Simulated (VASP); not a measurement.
# Li (Fm-3m) in VASP: notebook

Runs on Li. Level: LDA. Tasks: single point, relaxation of cell and atoms.

Everything below comes from runs of VASP 6.6.1. Logs are shortened: lines on timing, memory, paths and dates and some standing lists are left out, and cuts for length are marked.

## (1) The cell of the first run

The structure is cubic, space group Fm-3m (No. 225). Conventional cell: a = 4.232 Å, b = 4.232 Å, c = 4.232 Å, α = 90.00°, β = 90.00°, γ = 90.00°. Li (site symmetry m-3m) has 12 Li at 2.99 Å within 3.9 Å.

This isn't the form of Li at room conditions, which is bcc.

## (2) Single point, LDA

File INCAR:

```
PREC = Accurate ; ENCUT = 520
EDIFF = 1E-6 ; ISMEAR = 1
SIGMA = 0.1 ; LREAL = False
LASPH = True ; NELM = 60
ALGO = Normal ; ISIF = 2
LWAVE = False ; LCHARG = False
GGA = CA ; NBANDS = 8
```

File KPOINTS:

```
Automatic mesh
0
Gamma
  17 17 17
```

File POSCAR:

```
Li
1.0
    0.0000000000      2.1159962519      2.1159962519
    2.1159962519      0.0000000000      2.1159962519
    2.1159962519      2.1159962519      0.0000000000
Li
1
Direct
    0.0000000000      0.0000000000      0.0000000000
```

Potentials or basis: VASP PAW LDA potentials, release 64 (Li_sv).

The run is started by

```
cat potpaw_LDA.64/Li_sv/POTCAR > POTCAR
mpirun -np 1 vasp_std > vasp.out
```

OUTCAR:

```text
PREC = Accurate
   ENCUT = 520
   EDIFF = 1E-6
   ISMEAR = 1
   LREAL = False
   LASPH = True
   NELM = 60
   ISIF = 2
   GGA = CA

 ion  position               nearest neighbor table
   1  0.000  0.000  0.000-

  LATTYP: Found a face centered cubic cell.
 ALAT       =     4.2319925038

  Lattice vectors:

 A1 = (   0.0000000000,   2.1159962519,   2.1159962519)
 A2 = (   2.1159962519,   0.0000000000,   2.1159962519)
 A3 = (   2.1159962519,   2.1159962519,   0.0000000000)

Analysis of symmetry for initial positions (statically):
=====================================================================
 Subroutine PRICEL returns:
 Original cell was already a primitive cell.

 Routine SETGRP: Setting up the symmetry group for a
 face centered cubic supercell.

 Subroutine GETGRP returns: Found 48 space group operations
 (whereof 48 operations were pure point group operations)
 out of a pool of 48 trial point group operations.

The static configuration has the point symmetry O_h .

Analysis of symmetry for dynamics (positions and initial velocities):
=====================================================================
 Subroutine PRICEL returns:
 Original cell was already a primitive cell.

 Routine SETGRP: Setting up the symmetry group for a
 face centered cubic supercell.

 Subroutine GETGRP returns: Found 48 space group operations
 (whereof 48 operations were pure point group operations)
 out of a pool of 48 trial point group operations.

The dynamic configuration has the point symmetry O_h .

 Subroutine INISYM returns: Found 48 space group operations
 (whereof 48 operations are pure point group operations),
 and found     1 'primitive' translations

----------------------------------------------------------------------------------------

                                     Primitive cell

  volume of cell :      18.9485

  direct lattice vectors                    reciprocal lattice vectors
     0.000000000  2.115996252  2.115996252    -0.236295315  0.236295315  0.236295315
     2.115996252  0.000000000  2.115996252     0.236295315 -0.236295315  0.236295315
     2.115996252  2.115996252  0.000000000     0.236295315  0.236295315 -0.236295315

  length of vectors
     2.992470597  2.992470597  2.992470597     0.409275490  0.409275490  0.409275490

  position of ions in fractional coordinates (direct lattice)
     0.000000000  0.000000000  0.000000000

  ion indices of the primitive-cell ions
   primitive index   ion index
                 1           1

----------------------------------------------------------------------------------------

 KPOINTS: Automatic mesh

Automatic generation of k-mesh.
 Grid dimensions read from file:
 generate k-points for:   17   17   17

 Generating k-lattice:

  Cartesian coordinates                     Fractional coordinates (reciprocal lattice)
    -0.013899724  0.013899724  0.013899724     0.058823529  0.000000000  0.000000000
     0.013899724 -0.013899724  0.013899724     0.000000000  0.058823529  0.000000000
     0.013899724  0.013899724 -0.013899724     0.000000000  0.000000000  0.058823529

  Length of vectors
     0.024075029  0.024075029  0.024075029

  Shift w.r.t. Gamma in fractional coordinates (k-lattice)
     0.000000000  0.000000000  0.000000000

 Subroutine IBZKPT returns following result:
 ===========================================

 Found    165 irreducible k-points:

 Following reciprocal coordinates:
            Coordinates               Weight
  0.000000  0.000000  0.000000      1.000000
  0.058824  0.000000  0.000000      8.000000
  0.117647  0.000000  0.000000      8.000000
  0.176471  0.000000  0.000000      8.000000
  0.235294  0.000000  0.000000      8.000000
  0.294118  0.000000  0.000000      8.000000
[... 16 lines left out ...]
 -0.176471  0.058824  0.000000     24.000000
 -0.117647  0.058824  0.000000     24.000000
 [... further k-points ...]
   k-points           NKPTS =    165   k-points in BZ     NKDIM =    165   number of bands    NBANDS=      8
   number of dos      NEDOS =    301   number of ions     NIONS =      1
   total plane-waves  NPLWV =  13824
   dimension x,y,z NGX =    24 NGY =   24 NGZ =   24
   dimension x,y,z NGXF=    48 NGYF=   48 NGZF=   48
   ions per type =               1
   NGX,Y,Z   is equivalent  to a cutoff of  13.33, 13.33, 13.33 a.u.
   NGXF,Y,Z  is equivalent  to a cutoff of  26.67, 26.67, 26.67 a.u.
 SYSTEM =  unknown system
   PREC   = accura    normal or accurate (medium, high low for compatibility)
   ISTART =      0    job   : 0-new  1-cont  2-samecut
   ICHARG =      2    charge: 1-file 2-atom 10-const
   ISPIN  =      1    spin polarized calculation?
   LNONCOLLINEAR =      F non collinear calculations
   LSORBIT =      F    spin-orbit coupling
   LASPH  =      T    aspherical Exc in radial PAW
   ENCUT  =  520.0 eV  38.22 Ry    6.18 a.u.   5.56  5.56  5.56*2*pi/ulx,y,z
   NELM   =     60;   NELMIN=  2; NELMDL= -5     # of ELM steps
   EDIFF  = 0.1E-05   stopping-criterion for ELM
   LREAL  =      F    real-space projection
   EDIFFG = 0.1E-04   stopping-criterion for IOM
   NSW    =      0    number of steps for IOM
   IBRION =     -1    ionic relax: 0-MD 1-quasi-New 2-CG
   NFREE  =      0    steps in history (QN), initial steepest desc. (CG)
   ISIF   =      2    stress and relaxation
   ISYM   =      2    0-nonsym 1-usesym 2-fastsym
   POTIM  = 0.5000    time-step for ionic-motion
   TEBEG  =    0.0;   TEEND  =   0.0 temperature during run
   PSTRESS=    0.0 pullay stress
   NELECT =       3.0000    total number of electrons
   NUPDOWN=      -1.0000    fix difference up-down
   EMIN   =  10.00;   EMAX   =-10.00  energy-range for DOS
   EFERMI =   0.00;   METHOD = LEGACY
   ISMEAR =     1;   SIGMA  =   0.10  broadening in eV -4-tet -1-fermi 0-gaus
   EFERMI_NEDOS =   21; number of points for ismear=-14 and -15
   IALGO  =     38    algorithm
   IMIX   =      4    mixing-type and parameters
     AMIX     =   0.40;   BMIX     =  1.00
     AMIX_MAG =   1.60;   BMIX_MAG =  1.00
  volume/ion in A,a.u.               =      18.95       127.87
  Fermi-wavevector in a.u.,A,eV,Ry     =   0.885640  1.673616 10.671831  0.784357
  Thomas-Fermi vector in A             =   2.006700
   LORBIT       =      0    0 simple, 1 ext, 2 COOP (PROOUT), +10 PAW based schemes
   GGA     = CA    functional components
   LHFCALC =     F    Hartree Fock is set to
   AEXX    =    0.0000 exact exchange contribution
   IVDW    =     0    specifies the selected vdW correction
   LEPSILON=     F    determine dielectric tensor
   LRPA    =     F    only Hartree local field effects (RPA)
 non-spin polarized calculation
 Methfessel and Paxton  Order N= 1 SIGMA  =   0.10
  energy-cutoff  :      520.00
  volume of cell :       18.95
 maximum number of plane-waves:       531
   NGX = 11   NGY = 11   NGZ = 11

 number of electron       2.9999996 magnetization

 Free energy of the ion-electron system (eV)
  ---------------------------------------------------
  ext. energy  EPLUGINS =         0.00000000
  ---------------------------------------------------
  free energy    TOTEN  =        -2.04466720 eV

  energy without entropy =       -2.04443789  energy(sigma->0) =       -2.04459076

 E-fermi :   0.7918     XC(G=0):  -7.3163

 val. band max:        0.7016011160   @ k =  -0.2941   0.2353   0.0588
 cond. band min:       0.7918750150   @ k =  -0.4118   0.1176   0.0000
 fundamental gap:      0.0902738991
 Fermi energy:         0.7918213190

 k-point     1 :       0.0000    0.0000    0.0000
  band No.  band energies     occupation
      1     -44.7234      2.00000
      2      -2.7805      2.00000
      3      15.5963      0.00000
      4      15.5963      0.00000
      5      15.5963      0.00000
      6      19.8391      0.00000
      7      19.8391      0.00000
      8      19.8391      0.00000

 k-point     2 :       0.0588    0.0000    0.0000
  band No.  band energies     occupation
      1     -44.7225      2.00000
      2      -2.7184      2.00000
      3      14.9087      0.00000
      4      15.4516      0.00000
      5      15.4516      0.00000
      6      19.1692      0.00000
      7      20.0976      0.00000
      8      20.0976      0.00000

 k-point     3 :       0.1176    0.0000    0.0000
  band No.  band energies     occupation
      1     -44.7200      2.00000
      2      -2.5321      2.00000
      3      13.2938      0.00000
      4      15.1134      0.00000
      5      15.1134      0.00000
      6      19.0058      0.00000
      7      20.7012      0.00000
      8      20.7012      0.00000

 k-point     4 :       0.1765    0.0000    0.0000
  band No.  band energies     occupation
      1     -44.7161      2.00000
      2      -2.2217      2.00000
      3      11.4169      0.00000
      4      14.7322      0.00000
      5      14.7322      0.00000
      6      19.2342      0.00000
      7      21.0502      0.00000
      8      21.0502      0.00000

 k-point     5 :       0.2353    0.0000    0.0000
  band No.  band energies     occupation
      1     -44.7115      2.00000
      2      -1.7889      2.00000
      3       9.5623      0.00000
      4      14.3952      0.00000
      5      14.3952      0.00000
      6      19.5402      0.00000
      7      20.5092      0.00000
      8      20.5092      0.00000

 k-point     6 :       0.2941    0.0000    0.0000
  band No.  band energies     occupation
      1     -44.7066      2.00000
      2      -1.2388      2.00000
      3       7.8303      0.00000
      4      14.1370      0.00000
      5      14.1370      0.00000
      6      19.5625      0.00000
      7      19.6812      0.00000
      8      19.6812      0.00000

 k-point     7 :       0.3529    0.0000    0.0000
  band No.  band energies     occupation
      1     -44.7022      2.00000
      2      -0.5899      2.00000
      3       6.2755      0.00000
      4      13.9631      0.00000
      5      13.9631      0.00000
      6      18.9539      0.00000
      7      18.9539      0.00000
      8      19.2723      0.00000

 k-point     8 :       0.4118    0.0000    0.0000
  band No.  band energies     occupation
      1     -44.6990      2.00000
      2       0.1018      2.00000
      3       4.9730      0.00000
      4      13.8636      0.00000
      5      13.8636      0.00000
      6      18.4310      0.00000
      7      18.4310      0.00000
      8      18.9821      0.00000

 k-point     9 :       0.4706    0.0000    0.0000
  band No.  band energies     occupation
      1     -44.6972      2.00000
      2       0.6488      2.06119
      3       4.1185      0.00000
      4      13.8207      0.00000
      5      13.8207      0.00000
      6      18.1581      0.00000
      7      18.1581      0.00000
      8      18.8208      0.00000

 k-point    10 :       0.0588    0.0588    0.0000
  band No.  band energies     occupation
      1     -44.7222      2.00000
      2      -2.6977      2.00000
      3      15.0078      0.00000
      4      15.0078      0.00000
      5      15.6027      0.00000
      6      18.4090      0.00000
      7      20.5914      0.00000
      8      20.5914      0.00000
[... 78 lines left out ...]
 k-point    18 :      -0.4706    0.0588    0.0000
  band No.  band energies     occupation
      1     -44.6967      2.00000
      2       0.8034      0.80471
      3       4.0209      0.00000
      4      13.3830      0.00000
      5      13.5692      0.00000
      6      16.9828      0.00000
      7      18.5208      0.00000
      8      20.5320      0.00000

 k-point    19 :      -0.4118    0.0588    0.0000
  band No.  band energies     occupation
      1     -44.6978      2.00000
      2       0.3859      2.00000
      3       4.6422      0.00000
      4      13.1817      0.00000
      5      13.8555      0.00000
      6      17.3085      0.00000
      7      18.4402      0.00000
      8      20.7142      0.00000

 k-point    20 :      -0.3529    0.0588    0.0000
  band No.  band energies     occupation
      1     -44.7006      2.00000
      2      -0.2960      2.00000
      3       5.8321      0.00000
      4      13.0895      0.00000
      5      14.1893      0.00000
      6      17.8088      0.00000
      7      18.6228      0.00000
      8      21.0061      0.00000

 k-point    21 :      -0.2941    0.0588    0.0000
  band No.  band energies     occupation
      1     -44.7046      2.00000
      2      -0.9726      2.00000
      3       7.3130      0.00000
      4      13.1204      0.00000
      5      14.5475      0.00000
      6      18.4470      0.00000
      7      19.0737      0.00000
      8      20.9788      0.00000

 k-point    22 :      -0.2353    0.0588    0.0000
  band No.  band energies     occupation
      1     -44.7092      2.00000
      2      -1.5605      2.00000
      3       8.9863      0.00000
      4      13.2797      0.00000
      5      14.9151      0.00000
      6      19.0873      0.00000
      7      19.7564      0.00000
      8      20.5649      0.00000

 k-point    23 :      -0.1765    0.0588    0.0000
  band No.  band energies     occupation
      1     -44.7139      2.00000
      2      -2.0346      2.00000
      3      10.7946      0.00000
      4      13.5654      0.00000
      5      15.2720      0.00000
      6      19.1836      0.00000
      7      20.4729      0.00000
      8      20.8370      0.00000

 k-point    24 :      -0.1176    0.0588    0.0000
  band No.  band energies     occupation
      1     -44.7181      2.00000
      2      -2.3868      2.00000
      3      12.6555      0.00000
      4      13.9675      0.00000
      5      15.5607      0.00000
      6      18.8847      0.00000
      7      20.4645      0.00000
      8      21.6169      0.00000

 [... further k-points ...]
[... 5 lines left out ...]
  --------------------------------------------------------------------------------------
  -------------------------------------------------------------------------------------
  Total       -0.0094347     -0.0094347     -0.0094347      0.0000000      0.0000000      0.0000000
  in kB       -0.7977480     -0.7977480     -0.7977480      0.0000000      0.0000000      0.0000000
  external PRESSURE =      -0.7977480 kB  Pullay stress =       0.0000000 kB

 VOLUME and BASIS-vectors are now :
 -----------------------------------------------------------------------------
  energy-cutoff  :      520.00
  volume of cell :       18.95
      direct lattice vectors                 reciprocal lattice vectors
     0.000000000  2.115996252  2.115996252    -0.236295315  0.236295315  0.236295315
     2.115996252  0.000000000  2.115996252     0.236295315 -0.236295315  0.236295315
     2.115996252  2.115996252  0.000000000     0.236295315  0.236295315 -0.236295315

 POSITION                                       TOTAL-FORCE (eV/Angst)
 -----------------------------------------------------------------------------------
      0.00000      0.00000      0.00000        -0.000000     -0.000000     -0.000000
 -----------------------------------------------------------------------------------
    total drift:                               -0.000000      0.000000     -0.000000

  FREE ENERGIE OF THE ION-ELECTRON SYSTEM (eV)
  ---------------------------------------------------
  free  energy   TOTEN  =        -2.0446671962 eV

  energy  without entropy=       -2.0444378920  energy(sigma->0) =       -2.04459076
```

Wall time 10 s (1 thread of Intel Xeon Platinum 8488C (Sapphire Rapids), shared host); peak memory 0.13 GiB.

Results:

| Quantity | Value |
| --- | --- |
| Free energy | -2.0447 eV |
| Band gap on the k mesh | zero (an odd number of electrons rules out a gap without spin polarisation) |

Caveat: the cutoff is under 1.25 times the usual one of these potentials, so pressure, stress and relaxed cells hold a basis-set (Pulay) error.

## (3) Relaxation of cell and atoms, LDA

File INCAR:

```
SYSTEM = Li
PREC     = Accurate       ! precision mode
ENCUT    = 600            ! plane-wave cutoff, eV
EDIFF    = 1E-6           ! SCF threshold, eV
ISMEAR   = 1              ! smearing method
SIGMA    = 0.1            ! smearing width, eV
LREAL    = .FALSE.        ! projectors in reciprocal space
LASPH    = .TRUE.         ! aspherical terms in the spheres
NELM     = 100            ! most SCF steps
ALGO     = Normal         ! electronic algorithm
ISIF     = 3              ! what is computed and relaxed
LWAVE    = .FALSE.        ! write WAVECAR
LCHARG   = .FALSE.        ! write CHGCAR
GGA      = CA             ! functional
IBRION   = 2              ! ionic algorithm
NSW      = 80             ! ionic steps
EDIFFG   = -0.02          ! ionic threshold
```

File KPOINTS:

```
regular mesh
0
G
  17 17 17
  0 0 0
```

POSCAR is that of step 2.

Potentials or basis: VASP PAW LDA potentials, release 64 (Li_sv).

The run is started by

```
cat potpaw_LDA.64/Li_sv/POTCAR > POTCAR
mpirun -np 1 vasp_std > vasp.out
```

It took 7.3 s on 1 thread of Intel Xeon Platinum 8488C (Sapphire Rapids), shared host; peak memory 0.12 GiB.

It converged, with:

* Free energy: -2.0443 eV
* Pressure after relaxing: -0.1 GPa
* Band gap on the k mesh: zero (an odd number of electrons rules out a gap without spin polarisation)

Final structure:
```cif
data_structure
_symmetry_space_group_name_H-M 'P 1'
_symmetry_Int_Tables_number 1
_cell_length_a 2.9925
_cell_length_b 2.9925
_cell_length_c 2.9925
_cell_angle_alpha 60.000
_cell_angle_beta 60.000
_cell_angle_gamma 60.000
_cell_volume 18.95
loop_
_atom_site_label
_atom_site_type_symbol
_atom_site_fract_x
_atom_site_fract_y
_atom_site_fract_z
_atom_site_occupancy
Li1 Li 0.00000 0.00000 0.00000 1
```

Levels at points of the mesh, in eV from the Fermi level:
| k point | band 1 | band 2 | band 3 | band 4 | band 5 |
| --- | --- | --- | --- | --- | --- |
| (0.00, 0.00, 0.00) | -45.51 | -3.57 | 14.81 | 14.81 | 14.81 |

Caveat: the cutoff is under 1.25 times the usual one of these potentials, so pressure, stress and relaxed cells hold a basis-set (Pulay) error; the relaxation stopped at its first step, so nothing moved.

(Part 1 of 2 ends here.)
